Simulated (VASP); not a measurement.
# Au (Fm-3m) in VASP: further runs, part 2 of 2

VASP 6.6.1.

### 3 Single point, PBEsol (volume scaled by 1.03)

INCAR

```
SYSTEM = Au
PREC     = Accurate       ! precision mode
ENCUT    = 520            ! plane-wave cutoff, eV
EDIFF    = 1E-6           ! SCF threshold, eV
ISMEAR   = 0              ! smearing method
SIGMA    = 0.1            ! smearing width, eV
LREAL    = .False.        ! projectors in reciprocal space
LASPH    = .True.         ! aspherical terms in the spheres
NELM     = 80             ! most SCF steps
ALGO     = Fast           ! electronic algorithm
ISIF     = 2              ! what is computed and relaxed
LWAVE    = .False.        ! write WAVECAR
LCHARG   = .False.        ! write CHGCAR
GGA      = PS             ! functional
NBANDS   = 12             ! bands
```

KPOINTS

```
regular mesh
0
Gamma
  18 18 18
  0 0 0
```

POSCAR

```
Au
1.0
    0.0000000000      2.0620792510      2.0620792510
    2.0620792510      0.0000000000      2.0620792510
    2.0620792510      2.0620792510      0.0000000000
Au
1
Direct
    0.0000000000      0.0000000000      0.0000000000
```

Potentials or basis: VASP PAW PBE potentials, release 64 (Au).

Launch:

```bash
$ cat potpaw_PBE.64/Au/POTCAR > POTCAR
$ mpirun -np 1 vasp_std > vasp.out
```

OUTCAR:

```text
SYSTEM = Au
   PREC = Accurate
   ENCUT = 520
   EDIFF = 1E-6
   ISMEAR = 0
   LREAL = .False.
   LASPH = .True.
   NELM = 80
   ISIF = 2
   GGA = PS

 ion  position               nearest neighbor table
   1  0.000  0.000  0.000-

  LATTYP: Found a face centered cubic cell.
 ALAT       =     4.1241585020

  Lattice vectors:

 A1 = (   0.0000000000,   2.0620792510,   2.0620792510)
 A2 = (   2.0620792510,   0.0000000000,   2.0620792510)
 A3 = (   2.0620792510,   2.0620792510,   0.0000000000)

Analysis of symmetry for initial positions (statically):
=====================================================================
 Subroutine PRICEL returns:
 Original cell was already a primitive cell.

 Routine SETGRP: Setting up the symmetry group for a
 face centered cubic supercell.

 Subroutine GETGRP returns: Found 48 space group operations
 (whereof 48 operations were pure point group operations)
 out of a pool of 48 trial point group operations.

The static configuration has the point symmetry O_h .

Analysis of symmetry for dynamics (positions and initial velocities):
=====================================================================
 Subroutine PRICEL returns:
 Original cell was already a primitive cell.

 Routine SETGRP: Setting up the symmetry group for a
 face centered cubic supercell.

 Subroutine GETGRP returns: Found 48 space group operations
 (whereof 48 operations were pure point group operations)
 out of a pool of 48 trial point group operations.

The dynamic configuration has the point symmetry O_h .

 Subroutine INISYM returns: Found 48 space group operations
 (whereof 48 operations are pure point group operations),
 and found     1 'primitive' translations

----------------------------------------------------------------------------------------

                                     Primitive cell

  volume of cell :      17.5366

  direct lattice vectors                    reciprocal lattice vectors
     0.000000000  2.062079251  2.062079251    -0.242473707  0.242473707  0.242473707
[... 115 lines left out ...]
 non-spin polarized calculation
 RMM-DIIS sequential band-by-band and
 Gauss-broadening in eV      SIGMA  =   0.10
  energy-cutoff  :      520.00
  volume of cell :       17.54
 maximum number of plane-waves:       495
 NGX is ok and might be reduce to    24
   NGX = 11   NGY = 11   NGZ = 11

 number of electron      11.0000001 magnetization

 Free energy of the ion-electron system (eV)
  ---------------------------------------------------
  ext. energy  EPLUGINS =         0.00000000
  ---------------------------------------------------
  free energy    TOTEN  =        -3.91675088 eV

  energy without entropy =       -3.91540011  energy(sigma->0) =       -3.91607550

 E-fermi :   8.7619     XC(G=0): -12.7156

 val. band max:        8.7567898144   @ k =   0.5000   0.2778   0.1111
 cond. band min:       8.7732684240   @ k =   0.5000   0.1667   0.0556
 fundamental gap:      0.0164786096
 Fermi energy:         8.7618780786

 k-point     1 :       0.0000    0.0000    0.0000
  band No.  band energies     occupation
      1      -0.8126      2.00000
      2       4.2810      2.00000
      3       4.2810      2.00000
      4       4.2810      2.00000
      5       5.7357      2.00000
      6       5.7357      2.00000
      7      23.3413      0.00000
      8      27.1706      0.00000
      9      27.1706      0.00000
     10      27.1706      0.00000
     11      31.9467      0.00000
     12      36.3014      0.00000
[... 331 lines left out ...]
 k-point    24 :      -0.2222    0.0556    0.0000
  band No.  band energies     occupation
      1       0.9490      2.00000
      2       4.0238      2.00000
      3       4.5752      2.00000
      4       4.6114      2.00000
      5       5.6465      2.00000
      6       6.1059      2.00000
      7      20.1626      0.00000
      8      24.3288      0.00000
      9      27.0266      0.00000
     10      29.3971      0.00000
     11      29.8456      0.00000
     12      31.3459      0.00000

 [... further k-points ...]

------------------------ aborting loop because EDIFF is reached ----------------------------------------

  FORCE on cell =-STRESS in cart. coord.  units (eV):
  Direction    XX          YY          ZZ          XY          YZ          ZX
  --------------------------------------------------------------------------------------
  -------------------------------------------------------------------------------------
  Total       -0.5439978     -0.5439978     -0.5439978      0.0000000      0.0000000      0.0000000
  in kB      -49.7006030    -49.7006030    -49.7006030      0.0000000      0.0000000      0.0000000
  external PRESSURE =     -49.7006030 kB  Pullay stress =       0.0000000 kB

 VOLUME and BASIS-vectors are now :
 -----------------------------------------------------------------------------
  energy-cutoff  :      520.00
  volume of cell :       17.54
      direct lattice vectors                 reciprocal lattice vectors
     0.000000000  2.062079251  2.062079251    -0.242473707  0.242473707  0.242473707
     2.062079251  0.000000000  2.062079251     0.242473707 -0.242473707  0.242473707
     2.062079251  2.062079251  0.000000000     0.242473707  0.242473707 -0.242473707

 POSITION                                       TOTAL-FORCE (eV/Angst)
 -----------------------------------------------------------------------------------
      0.00000      0.00000      0.00000         0.000000     -0.000000     -0.000000
 -----------------------------------------------------------------------------------
    total drift:                               -0.000000      0.000000     -0.000000

  FREE ENERGIE OF THE ION-ELECTRON SYSTEM (eV)
  ---------------------------------------------------
  free  energy   TOTEN  =        -3.9167508824 eV

  energy  without entropy=       -3.9154001134  energy(sigma->0) =       -3.91607550
```

OSZICAR:

```text
N       E                     dE             d eps       ncg     rms          rms(c)
DAV:   1     0.490747837704E+02    0.49075E+02   -0.55182E+03  4816   0.811E+02
DAV:   2    -0.354777292361E+01   -0.52623E+02   -0.49554E+02  5552   0.186E+02
DAV:   3    -0.425157458391E+01   -0.70380E+00   -0.70250E+00  5572   0.207E+01
DAV:   4    -0.425390814714E+01   -0.23336E-02   -0.23335E-02  5696   0.138E+00
DAV:   5    -0.425392539858E+01   -0.17251E-04   -0.17251E-04  5708   0.114E-01    0.878E+00
RMM:   6    -0.393945099222E+01    0.31447E+00   -0.37663E-01  4700   0.505E+00    0.547E+00
RMM:   7    -0.391945926177E+01    0.19992E-01   -0.38156E-02  4966   0.181E+00    0.278E+00
RMM:   8    -0.391679411539E+01    0.26651E-02   -0.34304E-03  5222   0.509E-01    0.391E-01
RMM:   9    -0.391674936419E+01    0.44751E-04   -0.47904E-04  5473   0.184E-01    0.111E-01
RMM:  10    -0.391675082492E+01   -0.14607E-05   -0.71228E-05  5449   0.637E-02    0.708E-02
RMM:  11    -0.391675083725E+01   -0.12330E-07   -0.13923E-05  5044   0.245E-02    0.104E-02
RMM:  12    -0.391675088243E+01   -0.45178E-07   -0.15923E-06  4337   0.776E-03
   1 F= -.39167509E+01 E0= -.39160755E+01  d E =-.135077E-02
```

Wall time 22 s (1 thread of Intel Xeon 6975P-C, shared host); peak memory 0.17 GiB.

Results:

```
Free energy : -3.9168 eV
Pressure    : -5.0 GPa
```

Levels at points of the mesh, in eV from the Fermi level:
| k point | band 4 | band 5 | band 6 | band 7 | band 8 | band 9 |
| --- | --- | --- | --- | --- | --- | --- |
| (0.00, 0.00, 0.00) | -4.48 | -3.03 | -3.03 | 14.58 | 18.41 | 18.41 |
| (0.50, 0.00, 0.00) | -1.88 | -1.88 | -0.85 | 2.95 | 14.01 | 16.92 |
| (0.50, 0.50, 0.00) | -1.58 | -1.58 | 1.08 | 5.56 | 9.92 | 9.92 |

Caveat: the PAW data sets were made with another functional, which shifts forces and pressure a little; spin-orbit coupling is left out, which moves the levels of the heavy elements.

### 4 Single point, PBEsol (volume scaled by 1.06)

INCAR

```
PREC = Accurate ; ENCUT = 520
EDIFF = 1E-6 ; ISMEAR = 0
SIGMA = 0.1 ; LREAL = F
LASPH = T ; NELM = 80
ALGO = Normal ; ISIF = 2
LWAVE = F ; LCHARG = F
GGA = PS ; NBANDS = 12
```

KPOINTS

```
regular mesh
0
Gamma
  18 18 18
```

POSCAR

```
Au
1.0
    0.0000000000      2.0819081525      2.0819081525
    2.0819081525      0.0000000000      2.0819081525
    2.0819081525      2.0819081525      0.0000000000
Au
1
Direct
    0.0000000000      0.0000000000      0.0000000000
```

Launch:

```bash
$ cat potpaw_PBE.64/Au/POTCAR > POTCAR
$ mpirun -np 1 vasp_std > vasp.out
```

Wall time 19 s (1 thread of Intel Xeon 6975P-C, shared host); peak memory 0.17 GiB.

It converged, with:

| Property | Result |
| --- | --- |
| Free energy | -3.8948 eV |
| Pressure | -8.9 GPa |

Levels at points of the mesh, in eV from the Fermi level:
```csv
k point,band 4,band 5,band 6,band 7,band 8,band 9
"(0.00, 0.00, 0.00)",-4.32,-2.94,-2.94,14.62,18.28,18.28
"(0.50, 0.00, 0.00)",-1.85,-1.85,-0.70,2.82,14.05,16.71
"(0.50, 0.50, 0.00)",-1.56,-1.56,1.18,5.35,9.85,9.85
```

Caveat: the PAW data sets were made with another functional, which shifts forces and pressure a little; spin-orbit coupling is left out, which moves the levels of the heavy elements.

### 5 Overview

| cell | gap on the mesh (eV) | pressure (GPa) |
| --- | --- | --- |
| a = 2.888 Å, angles 60.0°, 1 atom | none | -0.3 |
| a = 2.916 Å, angles 60.0°, 1 atom | none | -5.0 |
| a = 2.944 Å, angles 60.0°, 1 atom | none | -8.9 |

Alike in all rows: task single point; level PBEsol; potentials or basis VASP PAW PBE potentials, release 64 (Au); no spin polarisation; k mesh 18 × 18 × 18; cutoff (eV) 520; smearing gaussian 0.1 eV.

Caveats: the PAW data sets were made with another functional, which shifts forces and pressure a little; spin-orbit coupling is left out, which moves the levels of the heavy elements.

Absolute energies hang on the potentials; compare differences alone.
